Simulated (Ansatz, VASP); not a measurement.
**Two plane-wave programs on C**

Contents of INCAR:

```
SYSTEM = C
ALGO = Normal
EDIFF = 1E-6
ENCUT = 600
GGA = PE
GGA_COMPAT = .False.
ISIF = 2
ISMEAR = 0
IVDW = 12
LASPH = .True.
LCHARG = .True.
LELF = .True.
LREAL = .False.
LVHAR = .True.
LWAVE = .False.
NBANDS = 16
NELM = 120
PREC = Accurate
SIGMA = 0.15
```

KPOINTS

```
k-points
0
Gamma
  24 24 2
  0 0 0
```

The input POSCAR:

```
C
1.0
    2.3693441324      0.0030373384      0.0241322977
   -1.1820416539      2.2359169708     -0.0032135326
    0.2341733036      0.0991927007     24.9019243357
C
4
Direct
   -0.0350906077     -0.1257286033      0.5642602473
    0.0497374810      0.0419779706      0.4309175432
    0.3703976980      0.7859077377      0.4285392264
    0.6149554286      0.2978428950      0.5762829832
```

Input for Ansatz:

```yaml
crystal:
  lattice:
    - [2.3693441324, 0.0030373384, 0.0241322977]
    - [-1.1820416539, 2.2359169708, -0.0032135326]
    - [0.2341733036, 0.0991927007, 24.9019243357]
  atoms:
    - { symbol: C, position: [-0.0350906077, -0.1257286033, 0.5642602473] }
    - { symbol: C, position: [0.049737481, 0.0419779706, 0.4309175432] }
    - { symbol: C, position: [0.370397698, 0.7859077377, 0.4285392264] }
    - { symbol: C, position: [0.6149554286, 0.297842895, 0.5762829832] }
basis:
  ecutwfc: 420
kpoints:
  mp_grid: { grid: [24, 24, 2] }
hamiltonian:
  xc: pbe
  dispersion: d3bj
scf:
  occupations: { method: gaussian, width: 0.15 }
output:
  forces: true
  stress: true
  eigenvalues: true
```

Change from the starting cell: all atoms moved at random (sigma 0.22 Å a component), cell strained at random (sigma 0.03).

Alike in both runs: task single point; functional PBE; dispersion D3(BJ); k mesh 24 × 24 × 2; occupations gaussian, width 0.15 eV; no spin polarisation.

```csv
,VASP,Ansatz
version,VASP 6.6.1,Ansatz 0.2.0
potentials or method,"VASP PAW PBE potentials, release 64 (C), cutoff 600 eV","scalar-relativistic, plane waves, PAW"
valence electrons in the cell,16,16
```

|  | VASP | Ansatz | Ansatz less VASP |
| --- | --- | --- | --- |
| gap on the k mesh at the Fermi level (eV) | none | none | - |
| rms of the force components (eV/Å) | 6.422 | 6.394 | -0.0285 |

Atom by atom the forces differ by 0.031 eV/Å (rms over components). A gap of «none» marks a metal or a gap that the smearing closes.
